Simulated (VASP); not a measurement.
# Mg5Se2 (C2/m) in VASP: single point with PBE

Aim: the single point of Mg5Se2 with PBE.

Everything below comes from runs of VASP 6.6.1. Logs are shortened: lines on timing, memory, paths and dates and some standing lists are left out, and cuts for length are marked.

## (1) The cell of the first run

The structure is monoclinic, space group C2/m (No. 12). Conventional cell: a = 12.760 Å, b = 7.110 Å, c = 3.884 Å, α = 90.00°, β = 107.10°, γ = 90.00°. Within 4.1 Å of Mg (site symmetry 2/m) lie 10 Mg at 3.14 to 3.88 Å and 4 Se at 3.85 to 3.88 Å. Within 4.3 Å of Mg (site symmetry 1) lie 3 Se at 2.75 to 2.81 Å and 10 Mg at 2.92 to 4.25 Å. Within 3.6 Å of Se (site symmetry m) lie 6 Mg at 2.75 to 2.81 Å.

The cell was built from a structure type or drawn by symmetry, and may not be a known phase.

## (2) Single point, PBE

File INCAR:

```
SYSTEM = Mg5Se2
PREC = Accurate ; ENCUT = 520
EDIFF = 1E-6 ; ISMEAR = 0
SIGMA = 0.1 ; LREAL = .False.
LASPH = .True. ; NELM = 100
ALGO = Normal ; ISIF = 2
LWAVE = .False. ; LCHARG = .False.
GGA = PE ; NBANDS = 20
```

File KPOINTS:

```
Automatic mesh
0
Gamma
  4 4 6
  0 0 0
```

File POSCAR:

```
Mg5Se2
1.0
    6.3622797979     -3.5549113949     -0.4718475887
    6.3622797979      3.5549113949     -0.4718475887
   -0.8642036036      0.0000000000      3.7870535675
Mg Se
5 2
Direct
    0.0000000000      0.0000000000      0.0000000000
    0.8371064260      0.4020683247      0.6200838191
    0.5979316753      0.1628935740      0.3799161809
    0.1628935740      0.5979316753      0.3799161809
    0.4020683247      0.8371064260      0.6200838191
    0.2739876365      0.2739876365      0.7745852275
    0.7260123635      0.7260123635      0.2254147725
```

Potentials or basis: VASP PAW PBE potentials, release 64 (Mg, Se).

Started as:

```
> cat potpaw_PBE.64/Mg/POTCAR potpaw_PBE.64/Se/POTCAR > POTCAR
> mpirun -np 1 vasp_std > vasp.out
```

OUTCAR:

```text
SYSTEM = Mg5Se2
   PREC = Accurate
   ENCUT = 520
   EDIFF = 1E-6
   ISMEAR = 0
   LREAL = .False.
   LASPH = .True.
   NELM = 100
   ISIF = 2
   GGA = PE

 ion  position               nearest neighbor table
   1  0.000  0.000  0.000-   2 3.14   3 3.14   4 3.14   5 3.14   2 3.16   5 3.16   3 3.16   4 3.16

   2  0.837  0.402  0.620-   6 2.75   7 2.79   7 2.81   3 2.92   5 3.09   1 3.14   1 3.16
   3  0.598  0.163  0.380-   7 2.75   6 2.79   6 2.81   2 2.92   4 3.09   1 3.14   1 3.16
   4  0.163  0.598  0.380-   7 2.75   6 2.79   6 2.81   5 2.92   3 3.09   1 3.14   1 3.16
   5  0.402  0.837  0.620-   6 2.75   7 2.79   7 2.81   4 2.92   2 3.09   1 3.14   1 3.16
   6  0.274  0.274  0.775-   2 2.75   5 2.75   4 2.79   3 2.79   3 2.81   4 2.81
   7  0.726  0.726  0.225-   3 2.75   4 2.75   2 2.79   5 2.79   2 2.81   5 2.81

  LATTYP: Found a base centered monoclinic cell.
 ALAT       =    12.7595053781
 B/A-ratio  =     0.5572177431
 C/A-ratio  =     0.3044324611
 COS(beta)  =    -0.2939773455

  Lattice vectors:

 A1 = (   6.3622797979,  -3.5549113949,  -0.4718475887)
 A2 = (   6.3622797979,   3.5549113949,  -0.4718475887)
 A3 = (  -0.8642036036,   0.0000000000,   3.7870535675)

Analysis of symmetry for initial positions (statically):
=====================================================================
 Subroutine PRICEL returns:
 Original cell was already a primitive cell.

 Routine SETGRP: Setting up the symmetry group for a
 base centered monoclinic supercell.

 Subroutine GETGRP returns: Found  4 space group operations
 (whereof  4 operations were pure point group operations)
 out of a pool of  4 trial point group operations.

The static configuration has the point symmetry C_2h.

Analysis of symmetry for dynamics (positions and initial velocities):
=====================================================================
 Subroutine PRICEL returns:
 Original cell was already a primitive cell.

 Routine SETGRP: Setting up the symmetry group for a
 base centered monoclinic supercell.

 Subroutine GETGRP returns: Found  4 space group operations
 (whereof  4 operations were pure point group operations)
 out of a pool of  4 trial point group operations.

The dynamic configuration has the point symmetry C_2h.

 Subroutine INISYM returns: Found  4 space group operations
 (whereof  4 operations are pure point group operations),
 and found     1 'primitive' translations

----------------------------------------------------------------------------------------

                                     Primitive cell

  volume of cell :     168.4070

  direct lattice vectors                    reciprocal lattice vectors
     6.362279798 -3.554911395 -0.471847589     0.079941107 -0.140650482  0.018242518
     6.362279798  3.554911395 -0.471847589     0.079941107  0.140650482  0.018242518
    -0.864203604  0.000000000  3.787053568     0.019920510  0.000000000  0.268603377

  length of vectors
     7.303330706  7.303330706  3.884407624     0.162806413  0.162806413  0.269341049

  position of ions in fractional coordinates (direct lattice)
     0.000000000  0.000000000  0.000000000
     0.837106426  0.402068325  0.620083819
     0.597931675  0.162893574  0.379916181
     0.162893574  0.597931675  0.379916181
     0.402068325  0.837106426  0.620083819
     0.273987637  0.273987637  0.774585227
     0.726012363  0.726012363  0.225414773

  ion indices of the primitive-cell ions
   primitive index   ion index
                 1           1
                 2           2
                 3           3
                 4           4
                 5           5
                 6           6
                 7           7

----------------------------------------------------------------------------------------

 KPOINTS: Automatic mesh

Automatic generation of k-mesh.
 Grid dimensions read from file:
 generate k-points for:    4    4    6

 Generating k-lattice:

  Cartesian coordinates                     Fractional coordinates (reciprocal lattice)
     0.019985277 -0.035162620  0.004560629     0.250000000  0.000000000  0.000000000
     0.019985277  0.035162620  0.004560629     0.000000000  0.250000000  0.000000000
     0.003320085  0.000000000  0.044767229     0.000000000  0.000000000  0.166666667

  Length of vectors
     0.040701603  0.040701603  0.044890175

  Shift w.r.t. Gamma in fractional coordinates (k-lattice)
     0.000000000  0.000000000  0.000000000

 Subroutine IBZKPT returns following result:
 ===========================================

 Found     34 irreducible k-points:

 Following reciprocal coordinates:
            Coordinates               Weight
  0.000000  0.000000  0.000000      1.000000
  0.250000  0.000000  0.000000      4.000000
  0.500000  0.000000  0.000000      2.000000
  0.250000  0.250000  0.000000      2.000000
  0.500000  0.250000  0.000000      4.000000
 -0.250000  0.250000  0.000000      2.000000
[... 16 lines left out ...]
  0.500000  0.250000  0.333333      4.000000
 -0.250000  0.250000  0.333333      4.000000
 [... further k-points ...]
   k-points           NKPTS =     34   k-points in BZ     NKDIM =     34   number of bands    NBANDS=     20
   number of dos      NEDOS =    301   number of ions     NIONS =      7
   total plane-waves  NPLWV =  87480
   dimension x,y,z NGX =    54 NGY =   54 NGZ =   30
   dimension x,y,z NGXF=   108 NGYF=  108 NGZF=   60
   ions per type =               5   2
   NGX,Y,Z   is equivalent  to a cutoff of  12.29, 12.29, 12.84 a.u.
   NGXF,Y,Z  is equivalent  to a cutoff of  24.58, 24.58, 25.68 a.u.
 SYSTEM =  Mg5Se2
   PREC   = accura    normal or accurate (medium, high low for compatibility)
   ISTART =      0    job   : 0-new  1-cont  2-samecut
   ICHARG =      2    charge: 1-file 2-atom 10-const
   ISPIN  =      1    spin polarized calculation?
   LNONCOLLINEAR =      F non collinear calculations
   LSORBIT =      F    spin-orbit coupling
   LASPH  =      T    aspherical Exc in radial PAW
   ENCUT  =  520.0 eV  38.22 Ry    6.18 a.u.  13.58 13.58  7.22*2*pi/ulx,y,z
   NELM   =    100;   NELMIN=  2; NELMDL= -5     # of ELM steps
   EDIFF  = 0.1E-05   stopping-criterion for ELM
   LREAL  =      F    real-space projection
   EDIFFG = 0.1E-04   stopping-criterion for IOM
   NSW    =      0    number of steps for IOM
   IBRION =     -1    ionic relax: 0-MD 1-quasi-New 2-CG
   NFREE  =      0    steps in history (QN), initial steepest desc. (CG)
   ISIF   =      2    stress and relaxation
   ISYM   =      2    0-nonsym 1-usesym 2-fastsym
   POTIM  = 0.5000    time-step for ionic-motion
   TEBEG  =    0.0;   TEEND  =   0.0 temperature during run
   PSTRESS=    0.0 pullay stress
   NELECT =      22.0000    total number of electrons
   NUPDOWN=      -1.0000    fix difference up-down
   EMIN   =  10.00;   EMAX   =-10.00  energy-range for DOS
   EFERMI =   0.00;   METHOD = LEGACY
   ISMEAR =     0;   SIGMA  =   0.10  broadening in eV -4-tet -1-fermi 0-gaus
   EFERMI_NEDOS =   21; number of points for ismear=-14 and -15
   IALGO  =     38    algorithm
   IMIX   =      4    mixing-type and parameters
     AMIX     =   0.40;   BMIX     =  1.00
     AMIX_MAG =   1.60;   BMIX_MAG =  1.00
  volume/ion in A,a.u.               =      24.06       162.35
  Fermi-wavevector in a.u.,A,eV,Ry     =   0.830671  1.569741  9.388214  0.690014
  Thomas-Fermi vector in A             =   1.943428
   LORBIT       =      0    0 simple, 1 ext, 2 COOP (PROOUT), +10 PAW based schemes
   GGA     = PE    functional components
   LHFCALC =     F    Hartree Fock is set to
   AEXX    =    0.0000 exact exchange contribution
   IVDW    =     0    specifies the selected vdW correction
   LEPSILON=     F    determine dielectric tensor
   LRPA    =     F    only Hartree local field effects (RPA)
 non-spin polarized calculation
 Gauss-broadening in eV      SIGMA  =   0.10
  energy-cutoff  :      520.00
  volume of cell :      168.41
 maximum number of plane-waves:      4566
   NGX = 27   NGY = 27   NGZ = 15

 number of electron      22.0000000 magnetization

 Free energy of the ion-electron system (eV)
  ---------------------------------------------------
  ext. energy  EPLUGINS =         0.00000000
  ---------------------------------------------------
  free energy    TOTEN  =       -17.78740854 eV

  energy without entropy =      -17.77206306  energy(sigma->0) =      -17.77973580

 E-fermi :   3.4202     XC(G=0):  -8.5751

 val. band max:        3.4167704879   @ k =   0.5000   0.2500   0.5000
 cond. band min:       3.4363745275   @ k =   0.5000   0.2500   0.0000
 fundamental gap:      0.0196040396
 Fermi energy:         3.4202468841

 k-point     1 :       0.0000    0.0000    0.0000
  band No.  band energies     occupation
      1     -10.8885      2.00000
      2     -10.3565      2.00000
      3      -2.7838      2.00000
      4      -1.8847      2.00000
      5      -1.5843      2.00000
      6      -1.2590      2.00000
[... 12 lines left out ...]
     19       7.6577      0.00000
     20       7.9707      0.00000

 k-point     2 :       0.2500    0.0000    0.0000
  band No.  band energies     occupation
      1     -10.8177      2.00000
      2     -10.4426      2.00000
      3      -2.5788      2.00000
      4      -2.1184      2.00000
      5      -1.7843      2.00000
      6      -0.9353      2.00000
[... 12 lines left out ...]
     19       8.0316      0.00000
     20       8.1342      0.00000

 k-point     3 :       0.5000    0.0000    0.0000
  band No.  band energies     occupation
      1     -10.6425      2.00000
      2     -10.6328      2.00000
      3      -2.5269      2.00000
      4      -2.0763      2.00000
      5      -1.6452      2.00000
      6      -1.2582      2.00000
[... 12 lines left out ...]
     19       8.0590      0.00000
     20       8.1538      0.00000

 k-point     4 :       0.2500    0.2500    0.0000
  band No.  band energies     occupation
      1     -10.8788      2.00000
      2     -10.3620      2.00000
      3      -2.8701      2.00000
      4      -2.7488      2.00000
      5      -1.1116      2.00000
      6      -0.1768      2.00000
[... 12 lines left out ...]
     19       8.4726      0.00000
     20       8.5509      0.00000

 k-point     5 :       0.5000    0.2500    0.0000
  band No.  band energies     occupation
      1     -10.8045      2.00000
      2     -10.4515      2.00000
      3      -2.9703      2.00000
      4      -2.5019      2.00000
      5      -1.2830      2.00000
      6      -0.2745      2.00000
[... 12 lines left out ...]
     19       8.2230      0.00000
     20       8.3283      0.00000
[... 353 lines left out ...]
      6      -1.1599      2.00000
[... 12 lines left out ...]
     19       7.6258      0.00000
     20       8.0128      0.00000

 k-point    22 :       0.2500    0.2500    0.3333
  band No.  band energies     occupation
      1     -10.4974      2.00000
      2     -10.2186      2.00000
      3      -2.3761      2.00000
      4      -2.0781      2.00000
      5      -1.6596      2.00000
      6      -1.5357      2.00000
[... 12 lines left out ...]
     19       7.3935      0.00000
     20       7.9712      0.00000

 k-point    23 :       0.5000    0.2500    0.3333
  band No.  band energies     occupation
      1     -10.4565      2.00000
      2     -10.2634      2.00000
      3      -2.4226      2.00000
      4      -2.1185      2.00000
      5      -1.8293      2.00000
      6      -1.1032      2.00000
[... 12 lines left out ...]
     19       6.8432      0.00000
     20       7.7111      0.00000

 k-point    24 :      -0.2500    0.2500    0.3333
  band No.  band energies     occupation
      1     -10.3665      2.00000
      2     -10.3586      2.00000
      3      -2.3507      2.00000
      4      -2.2447      2.00000
      5      -1.5818      2.00000
      6      -1.1913      2.00000
[... 12 lines left out ...]
     19       7.3827      0.00000
     20       7.7916      0.00000

 [... further k-points ...]

------------------------ aborting loop because EDIFF is reached ----------------------------------------

  FORCE on cell =-STRESS in cart. coord.  units (eV):
  Direction    XX          YY          ZZ          XY          YZ          ZX
  --------------------------------------------------------------------------------------
  -------------------------------------------------------------------------------------
  Total        0.2413395     -0.1240482      0.0168267      0.0000000      0.0000000     -0.1161362
  in kB        2.2960370     -1.1801605      0.1600845      0.0000000      0.0000000     -1.1048878
  external PRESSURE =       0.4253204 kB  Pullay stress =       0.0000000 kB

 VOLUME and BASIS-vectors are now :
 -----------------------------------------------------------------------------
  energy-cutoff  :      520.00
  volume of cell :      168.41
      direct lattice vectors                 reciprocal lattice vectors
     6.362279798 -3.554911395 -0.471847589     0.079941107 -0.140650482  0.018242518
     6.362279798  3.554911395 -0.471847589     0.079941107  0.140650482  0.018242518
    -0.864203604  0.000000000  3.787053568     0.019920510  0.000000000  0.268603377

 POSITION                                       TOTAL-FORCE (eV/Angst)
 -----------------------------------------------------------------------------------
      0.00000      0.00000      0.00000        -0.000000      0.000000     -0.000000
      7.34810     -1.54652      1.76359         0.008515     -0.000321      0.002663
      4.51226     -1.54652      1.07977        -0.008515     -0.000321     -0.002663
      4.51226      1.54652      1.07977        -0.008515      0.000321     -0.002663
      7.34810      1.54652      1.76359         0.008515      0.000321      0.002663
      2.81697      0.00000      2.67483        -0.001558      0.000000      0.014803
      9.04338      0.00000      0.16852         0.001558      0.000000     -0.014803
 -----------------------------------------------------------------------------------
    total drift:                               -0.000000     -0.000000     -0.000000

  FREE ENERGIE OF THE ION-ELECTRON SYSTEM (eV)
  ---------------------------------------------------
  free  energy   TOTEN  =       -17.7874085393 eV

  energy  without entropy=      -17.7720630592  energy(sigma->0) =      -17.77973580
```

Wall time 50 s (1 thread of Intel Xeon 6975P-C (Granite Rapids), shared host); peak memory 0.34 GiB.

What came out:

```yaml
Free_energy: -17.7874 eV
Pressure: 0.0 GPa
Largest_force: 0.015 eV/Å
Band_gap_on_the_k_mesh: zero (bands 11 and 12 overlap by 1.57 eV)
```

Forces on the atoms (eV/Å):
```
Mg   0.000  0.000  0.000
Mg   0.009  0.000  0.003
Mg  -0.009  0.000 -0.003
Mg  -0.009  0.000 -0.003
Mg   0.009  0.000  0.003
Se  -0.002  0.000  0.015
Se   0.002  0.000 -0.015
```

Levels at points of the mesh, in eV from the Fermi level:
```csv
k point,band 7,band 8,band 9,band 10,band 11,band 12,band 13,band 14,band 15,band 16
"(0.00, 0.00, 0.00)",-3.45,-3.04,-2.41,-2.40,0.19,0.76,1.32,2.45,3.24,3.42
"(0.50, 0.00, 0.00)",-3.25,-2.76,-2.75,-2.32,0.02,0.80,1.81,2.39,2.59,2.60
"(0.50, 0.50, 0.00)",-3.04,-2.56,-2.38,-1.77,-1.11,-1.10,0.27,2.18,2.30,3.83
"(0.00, 0.00, 0.50)",-4.31,-4.30,-2.15,-1.91,-0.64,-0.22,0.10,1.31,1.68,2.38
"(0.50, 0.00, 0.50)",-3.84,-3.70,-2.31,-2.11,-1.29,-0.02,0.37,0.67,1.63,2.45
"(0.50, 0.50, 0.50)",-4.35,-4.31,-2.12,-1.87,-0.62,-0.18,0.16,1.41,1.63,2.37
```
